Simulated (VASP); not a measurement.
Set up this calculation in VASP 6.6.1, as the native input.

| Item | Value |
| --- | --- |
| Task | single point |
| Functional | PBE |
| Potentials or basis | VASP PAW PBE potentials, release 64 (As) |
| Cutoff | 400 eV |
| k mesh | 6 × 6 × 1 |
| Occupations | gaussian, width 0.04 eV |
| Spin | no spin polarisation |
| Dipole correction | yes |
| Further INCAR settings | ALGO = Normal; EDIFF = 1e-06; NBANDS = 24; NELMDL = -8 |

The structure of As lies in POSCAR:

```
As
1.0
    6.2610611174      0.0000000000      0.0000000000
   -3.1305305587      5.4222379823      0.0000000000
    0.0000000000      0.0000000000     19.6000000000
As
6
Direct
    0.6666670000      0.6666670000      0.5535726374
    0.3335512967      0.9990249662      0.5535721830
    1.0012025756      0.3336704320      0.5535682759
    0.3338509624      0.3327336859      0.6228997501
    1.0000396260      0.6664031009      0.6229243649
    0.6675298880      1.0002264530      0.6228978437
```

These files were run (other wordings do the same):

INCAR

```
SYSTEM = As
ALGO     = Normal         ! electronic algorithm
DIPOL    = 0.5 0.5 0.588
EDIFF    = 1E-6           ! SCF threshold, eV
ENCUT    = 400            ! plane-wave cutoff, eV
GGA      = PE             ! functional
GGA_COMPAT= .FALSE.      
IDIPOL   = 3            
ISIF     = 2              ! what is computed and relaxed
ISMEAR   = 0              ! smearing method
LASPH    = .TRUE.         ! aspherical terms in the spheres
LCHARG   = .TRUE.         ! write CHGCAR
LDIPOL   = .TRUE.       
LELF     = .TRUE.         ! ELF
LREAL    = .FALSE.        ! projectors in reciprocal space
LVACPOTAV= .TRUE.       
LVHAR    = .TRUE.       
LWAVE    = .FALSE.        ! write WAVECAR
NBANDS   = 24             ! bands
NELM     = 120            ! most SCF steps
NELMDL   = -8           
PREC     = Accurate       ! precision mode
SIGMA    = 0.04           ! smearing width, eV
```

KPOINTS

```
k-points
0
G
  6 6 1
  0 0 0
```

Potentials or basis: VASP PAW PBE potentials, release 64 (As).

Run with:

```bash
$ cat potpaw_PBE.64/As/POTCAR > POTCAR
$ mpirun -np 1 vasp_std > vasp.out
```

Results of the run:

| Quantity | Value |
| --- | --- |
| Largest force | 0.469 eV/Å |
| Band gap on the k mesh | 1.77 eV |

Run time: 7.3 min on 1 thread of AMD EPYC 7R13, on a shared host, peak memory 0.51 GiB.
